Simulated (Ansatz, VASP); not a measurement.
BeS: VASP beside Ansatz

Contents of POSCAR:

```
BeS
1.0
    0.0000000000      2.4569115550      2.4569115550
    2.4569115550      0.0000000000      2.4569115550
    2.4569115550      2.4569115550      0.0000000000
S Be
1 1
Direct
    0.2500000000      0.2500000000      0.2500000000
    0.0000000000      0.0000000000      0.0000000000
```

The input INCAR.step1:

```
SYSTEM = BeS
ALGO = Normal ; EDIFF = 1E-5
ENCUT = 580 ; GGA = PE
GGA_COMPAT = .False. ; ISIF = 2
ISMEAR = 0 ; LASPH = .True.
LCHARG = .False. ; LREAL = .False.
LWAVE = .True. ; NBANDS = 11
NELM = 120 ; PREC = Accurate
SIGMA = 0.01
```

The input INCAR.step2:

```
SYSTEM = BeS
AEXX = 0.25 ; ALGO = Normal
EDIFF = 1E-6 ; ENCUT = 580
GGA_COMPAT = .False. ; ISIF = 2
ISMEAR = 0 ; ISTART = 1
LASPH = .True. ; LCHARG = .False.
LHFCALC = .True. ; LMIXTAU = .True.
LREAL = .False. ; LWAVE = .False.
METAGGA = R2SCAN ; NBANDS = 11
NELM = 120 ; PREC = Accurate
PRECFOCK = Normal ; SIGMA = 0.01
```

The input KPOINTS:

```
k-points
0
Gamma
  5 5 5
  0 0 0
```

File input.yaml:

```yaml
crystal:
  lattice: { a: 4.91382311, b: 4.91382311, c: 4.91382311, alpha: 90.0, beta: 90.0, gamma: 90.0 }
  space_group: 216
  reduce_to_primitive: true
  atoms:
    - { symbol: S, wyckoff: "4c", position: [0.25, 0.25, 0.25] }
    - { symbol: Be, wyckoff: "4a", position: [0.0, 0.0, 0.0] }
hamiltonian:
  xc: r2scan0
  pseudopotentials: { kind: paw, source: jth }
kpoints:
  mp_grid: { grid: [5, 5, 5] }
scf:
  occupations: { method: fixed }
  n_extra_bands: 6
output:
  forces: true
  stress: true
  eigenvalues: true
  dos: { projected: true, de: 0.05 }
  write_density: true
  write_potential: true
  elf: true
  volumetric_format: npy
```

Change from the starting cell: volume scaled by 1.04.

Alike in both runs: functional r2SCAN0; k mesh 5 × 5 × 5; no spin polarisation.

|  | VASP | Ansatz |
| --- | --- | --- |
| version | VASP 6.6.1 | Ansatz 0.2.0 |
| potentials or method | VASP PAW PBE potentials, release 64 (S, Be) | JTH PAW |
| plane-wave cutoff (eV) | 580 | 1080 |
| occupations | gaussian, width 0.01 eV | fixed |
| valence electrons in the cell | 8 | 10 |
| task | single point | projected density of states |

```tsv
	VASP	Ansatz	Ansatz less VASP
gap on the k mesh at the Fermi level (eV)	5.46	5.44	-0.024
least direct gap on the mesh (eV)	7.91	7.86	-0.041
pressure (GPa)	-3.3	-3.3	-0.02
```

VASP's potentials were made for PBE, not for r2SCAN0. VASP's potentials hold 8 valence electrons a cell and Ansatz's 10, so a difference there can come from the potentials and not from the codes.

The k mesh is coarse, so the values compare programs but aren't converged. Noted on Ansatz's run: odd divisions of the mesh miss points on the zone boundary, where band edges often lie, so the gap on the mesh can be too wide.
